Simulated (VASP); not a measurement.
ZrCd:

```xyz
4
Lattice="3.1028 0.0000 0.0000 0.0000 3.1028 0.0000 0.0000 0.0000 9.0733" Properties=species:S:1:pos:R:3 pbc="T T T"
Zr    0.0000    1.5514    7.9259
Zr    1.5514    0.0000    1.1474
Cd    0.0000    1.5514    3.4584
Cd    1.5514    0.0000    5.6149
```

- Program: VASP 6.6.1
- Task: relaxation of volume and atoms at fixed shape
- Functional: LDA
- Potentials or basis: VASP PAW LDA potentials, release 64 (Zr_sv, Cd)
- Cutoff: 600 eV
- k mesh: 8 × 8 × 3
- Occupations: fermi-dirac, width 0.1 eV
- Spin: no spin polarisation

At the start: pressure -5.7 GPa; volume 21.84 Å³/atom.

Problem. How do energy, volume and symmetry change on relaxing?

Solution. Over 8 steps the energy falls by 26.8 meV/atom and the volume is 20.46 Å³/atom (-6.3 %); space group P4/nmm (No. 129, to 0.1 Å) before and after.

The path:
```tsv
step	energy change (eV)	largest force (eV/Å)	pressure (GPa)	volume (Å³)
1	0.0000	0.0324	-5.72	87.35
2	-0.0361	0.3307	5.61	77.87
3	-0.1035	0.1790	-0.05	81.91
4	-0.1035	0.1830	0.08	81.80
5	-0.1058	0.0942	0.10	81.71
6	-0.1068	0.0549	0.13	81.59
7	-0.1068	0.0545	0.14	81.60
8	-0.1071	0.0280	-0.16	81.82
```

Final structure:
```
Zr Cd
1.0
     3.03590    0.00000    0.00000
     0.00000    3.03590    0.00000
     0.00000    0.00000    8.87756
Zr Cd
2 2
Direct
  0.00000 0.50000 0.87154
  0.50000 0.00000 0.12846
  0.00000 0.50000 0.38193
  0.50000 0.00000 0.61807
```
